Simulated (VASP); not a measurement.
# BaLi2S2 (P-3m1) in VASP: vibrations by perturbation theory with PBE

Aim: the vibrations by perturbation theory of BaLi2S2 with PBE.

All numbers are computed with VASP 6.6.1; they aren't measurements. Logs are shortened: lines on timing, memory, paths and dates and some standing lists are left out, and cuts for length are marked.

**1. The cell of the first run**

The structure is trigonal, space group P-3m1 (No. 164). Conventional cell: a = 4.299 Å, b = 4.299 Å, c = 7.133 Å, α = 90.00°, β = 90.00°, γ = 120.00°. Within 4.1 Å of Ba (site symmetry -3m) lie 6 S at 3.15 Å and 6 Li at 3.72 Å. Within 3.2 Å of Li (site symmetry 3m) lie 4 S at 2.43 to 2.62 Å and 3 Li at 2.95 Å. Within 3.2 Å of S (site symmetry 3m) lie 4 Li at 2.43 to 2.62 Å and 3 Ba at 3.15 Å.

**2. Vibrations by perturbation theory, PBE**

INCAR reads:

```
PREC = Accurate
ENCUT = 520
EDIFF = 1E-8
ISMEAR = 0
SIGMA = 0.01
LREAL = F
LASPH = T
NELM = 100
ALGO = Normal
ISIF = 2
LWAVE = F
LCHARG = F
GGA = PE
IBRION = 8
NSW = 1
LEPSILON = T
```

KPOINTS reads:

```
regular mesh
0
Gamma
  6 6 4
```

POSCAR reads:

```
BaLi2S2
1.0
    4.2987515700      0.0000000000      0.0000000000
   -2.1493757850      3.7228280642      0.0000000000
    0.0000000000      0.0000000000      7.1329991240
Ba Li S
1 2 2
Direct
    0.0000000000      0.0000000000      0.0000000000
    0.6666666667      0.3333333333      0.6122678982
    0.3333333333      0.6666666667      0.3877321018
    0.6666666667      0.3333333333      0.2715866661
    0.3333333333      0.6666666667      0.7284133339
```

Potentials or basis: VASP PAW PBE potentials, release 64 (Ba_sv, Li_sv, S).

Command:

```
cat potpaw_PBE.64/Ba_sv/POTCAR potpaw_PBE.64/Li_sv/POTCAR potpaw_PBE.64/S/POTCAR > POTCAR
mpirun -np 1 vasp_std > vasp.out
```

OUTCAR:

```text
PREC = Accurate
   ENCUT = 520
   EDIFF = 1E-8
   ISMEAR = 0
   LREAL = F
   LASPH = T
   NELM = 100
   ISIF = 2
   GGA = PE
   IBRION = 8
   NSW = 1
   LEPSILON = T

 ion  position               nearest neighbor table
   1  0.000  0.000  0.000-   4 3.15   5 3.15   4 3.15   5 3.15   4 3.15   5 3.15
   2  0.667  0.333  0.612-   4 2.43   5 2.62   5 2.62   5 2.62
   3  0.333  0.667  0.388-   5 2.43   4 2.62   4 2.62   4 2.62
   4  0.667  0.333  0.272-   2 2.43   3 2.62   3 2.62   3 2.62   1 3.15   1 3.15   1 3.15
   5  0.333  0.667  0.728-   3 2.43   2 2.62   2 2.62   2 2.62   1 3.15   1 3.15   1 3.15

  LATTYP: Found a hexagonal cell.
 ALAT       =     4.2987515700
 C/A-ratio  =     1.6593187598

  Lattice vectors:

 A1 = (   4.2987515700,   0.0000000000,   0.0000000000)
 A2 = (  -2.1493757850,   3.7228280642,   0.0000000000)
 A3 = (   0.0000000000,   0.0000000000,   7.1329991240)

Analysis of symmetry for initial positions (statically):
=====================================================================
 Subroutine PRICEL returns:
 Original cell was already a primitive cell.

 Routine SETGRP: Setting up the symmetry group for a
 hexagonal supercell.

 Subroutine GETGRP returns: Found 12 space group operations
 (whereof 12 operations were pure point group operations)
 out of a pool of 24 trial point group operations.

The static configuration has the point symmetry D_3d.

[... 809 lines left out ...]
          X           Y           Z          XY          YZ          ZX
  --------------------------------------------------------------------------------
  x    -0.00000     0.00000     0.00000     1.78799     0.00000     2.14831
  y     1.78799    -1.78799     0.00000     0.00000     2.36147     0.00000
  z     2.93810     2.93810    -0.05203     0.00000     0.00000     0.00000

 SECOND DERIVATIVES (NOT SYMMETRIZED)
 ------------------------------------
               1X          1Y          1Z          2X          2Y          2Z          3X          3Y          3Z          4X          4Y          4Z          5X          5Y          5Z
  1X    -2.923090    0.000000    0.000000    0.170821    0.000000    0.000000    0.170821    0.000000    0.000000    1.290724    0.000000    0.000000    1.290724    0.000000    0.000000
  1Y     0.000000   -2.923090    0.000000    0.000000    0.170821    0.000000    0.000000    0.170821    0.000000    0.000000    1.290724    0.000000    0.000000    1.290724    0.000000
  1Z     0.000000    0.000000   -6.539426    0.000000    0.000000    1.633875    0.000000    0.000000    1.633875    0.000000    0.000000    1.635838    0.000000    0.000000    1.635838
  2X     0.171834    0.000000    0.000000   -1.526341    0.000000    0.000000    0.324061    0.000000    0.000000    0.212546    0.000000    0.000000    0.817901    0.000000    0.000000
  2Y     0.000000    0.171834    0.000000    0.000000   -1.526341    0.000000    0.000000    0.324061    0.000000    0.000000    0.212546    0.000000    0.000000    0.817901   -0.000000
  2Z     0.000000   -0.000000    1.629274    0.000000    0.000000   -3.463511    0.000000    0.000000   -0.028666    0.000000    0.000000    1.135745    0.000000    0.000000    0.727157
  3X     0.171834    0.000000    0.000000    0.324061    0.000000    0.000000   -1.526341    0.000000    0.000000    0.817901    0.000000    0.000000    0.212546    0.000000    0.000000
  3Y     0.000000    0.171834    0.000000    0.000000    0.324061    0.000000    0.000000   -1.526341    0.000000    0.000000    0.817901   -0.000000    0.000000    0.212546    0.000000
  3Z     0.000000   -0.000000    1.629274    0.000000    0.000000   -0.028666    0.000000    0.000000   -3.463511    0.000000    0.000000    0.727157    0.000000    0.000000    1.135745
  4X     1.288878    0.000000    0.000000    0.193252    0.000000    0.000000    0.742428    0.000000    0.000000   -2.661200    0.000000    0.000000    0.436641    0.000000    0.000000
  4Y     0.000000    1.288878    0.000000    0.000000    0.193252    0.000000    0.000000    0.742428    0.000000    0.000000   -2.661200    0.000000    0.000000    0.436641    0.000000
  4Z     0.000000    0.000000    1.632777   -0.000000   -0.000000    1.123846    0.000000    0.000000    0.739386   -0.000000    0.000000   -5.576752   -0.000000    0.000000    2.080743
  5X     1.288878    0.000000    0.000000    0.742428    0.000000    0.000000    0.193252    0.000000    0.000000    0.436641    0.000000    0.000000   -2.661200    0.000000    0.000000
  5Y     0.000000    1.288878    0.000000    0.000000    0.742428    0.000000    0.000000    0.193252    0.000000    0.000000    0.436641    0.000000    0.000000   -2.661200    0.000000
  5Z     0.000000    0.000000    1.632777    0.000000    0.000000    0.739386   -0.000000   -0.000000    1.123846   -0.000000    0.000000    2.080743   -0.000000    0.000000   -5.576752

 Eigenvectors and eigenvalues of the dynamical matrix
 ----------------------------------------------------

   1 f  =   11.511905 THz    72.331430 2PiTHz  383.995805 cm-1    47.609391 meV
             X         Y         Z           dx          dy          dz
      0.000000  0.000000  0.000000    -0.000000    0.000000    0.125175
      2.149376  1.240943  4.367306    -0.000000    0.000000   -0.676205
     -0.000000  2.481885  2.765693    -0.000000    0.000000   -0.676205
      2.149376  1.240943  1.937227    -0.000000    0.000000    0.186848
     -0.000000  2.481885  5.195772     0.000000   -0.000000    0.186848
[... 105 lines left out ...]
  15 f/i=    0.066814 THz     0.419805 2PiTHz    2.228679 cm-1     0.276321 meV
             X         Y         Z           dx          dy          dz
      0.000000  0.000000  0.000000     0.017572    0.798495   -0.000000
      2.149376  1.240943  4.367306     0.003831    0.174081   -0.000000
     -0.000000  2.481885  2.765693     0.003831    0.174081   -0.000000
      2.149376  1.240943  1.937227     0.008542    0.388145   -0.000000
     -0.000000  2.481885  5.195772     0.008542    0.388145   -0.000000

--------------------------------------------------------------------------------------------------------

 MACROSCOPIC STATIC DIELECTRIC TENSOR IONIC CONTRIBUTION
 ------------------------------------------------------
           6.844557     0.000000     0.000000
           0.000000     6.844557     0.000000
           0.000000     0.000000     4.920589
 ------------------------------------------------------

 ELASTIC MODULI CONTR FROM IONIC RELAXATION (kBar)
 Direction    XX          YY          ZZ          XY          YZ          ZX
 --------------------------------------------------------------------------------
 XX         -64.4173     -0.3071     -2.9173      0.0000    -40.7374      0.0000
 YY          -0.3071    -64.4173     -2.9173     -0.0000     40.7374     -0.0000
 ZZ          -2.9173     -2.9173    -16.8665      0.0000      0.0000      0.0000
 XY           0.0000     -0.0000      0.0000    -32.0551      0.0000    -37.0094
 YZ         -40.7374     40.7374      0.0000      0.0000    -52.5200      0.0000
 ZX           0.0000     -0.0000      0.0000    -37.0094      0.0000    -43.3931
 --------------------------------------------------------------------------------

 PIEZOELECTRIC TENSOR IONIC CONTR  for field in x, y, z        (C/m^2)
          XX          YY          ZZ          XY          YZ          ZX
  --------------------------------------------------------------------------------
  x     0.00000     0.00000     0.00000     0.00000     0.00000     0.00000
  y    -0.00000     0.00000    -0.00000    -0.00000    -0.00000    -0.00000
  z    -0.00000     0.00000     0.00000    -0.00000    -0.00000    -0.00000
```

OSZICAR:

```text
N       E                     dE             d eps       ncg     rms          rms(c)
DAV:   1     0.183054972696E+03    0.18305E+03   -0.12505E+04   864   0.146E+03
DAV:   2    -0.568640601059E+01   -0.18874E+03   -0.18423E+03  1316   0.290E+02
DAV:   3    -0.207553876742E+02   -0.15069E+02   -0.15040E+02  1216   0.769E+01
[... 452 lines left out ...]
RMM:  22    -0.123984090088E+00   -0.28770E-07   -0.49468E-07  2096   0.198E-04    0.116E-05
RMM:  23    -0.123984085599E+00    0.44886E-08    0.45342E-07  2238   0.179E-04    0.158E-05
RMM:  24    -0.123984096256E+00   -0.10657E-07   -0.17222E-07  2129   0.169E-04    0.124E-05
RMM:  25    -0.123984098170E+00   -0.19144E-08    0.31600E-07  1929   0.161E-04    0.143E-05
RMM:  26    -0.123984098599E+00   -0.42865E-09   -0.16176E-07  1813   0.156E-04    0.116E-05
RMM:  27    -0.123984099316E+00   -0.71738E-09    0.12681E-07  1770   0.152E-04    0.125E-05
 Linear response finished
```

Wall time 52 min (1 thread of Intel Xeon Platinum 8259CL at 2.50GHz (Skylake/Cascade Lake), shared host); peak memory 0.64 GiB.

What came out:

| Property | Result |
| --- | --- |
| Electronic dielectric tensor (diagonal) | 4.52, 4.52, 4.46 |
| Born charges (mean of the diagonal) | Ba +2.47; Li +1.01; S -2.25 e |
| Highest phonon frequency at Γ, LO-TO splitting left out | 384 cm⁻¹ |

Phonon frequencies in cm⁻¹ (negative: imaginary):
```
              q point                                              frequencies
(0.000, 0.000, 0.000)  -2 -2 0 126 126 155 155 175 235 235 253 272 272 366 384
```

Electronic dielectric tensor:
```
4.52 0.00 0.00
0.00 4.52 0.00
0.00 0.00 4.46
```

Born effective charge tensors (e):
atom 1, Ba
```
2.54 0.00 0.00
0.00 2.54 0.00
0.00 0.00 2.33
```
atom 2, Li
```
0.94 0.00 0.00
0.00 0.94 0.00
0.00 0.00 1.16
```
atom 3, Li
```
0.94 0.00 0.00
0.00 0.94 0.00
0.00 0.00 1.16
```
atom 4, S
```
-2.21  0.00  0.00
 0.00 -2.21  0.00
 0.00  0.00 -2.33
```
atom 5, S
```
-2.21  0.00  0.00
 0.00 -2.21  0.00
 0.00  0.00 -2.33
```

Caveat: spin-orbit coupling is left out, which moves the levels of the heavy elements.
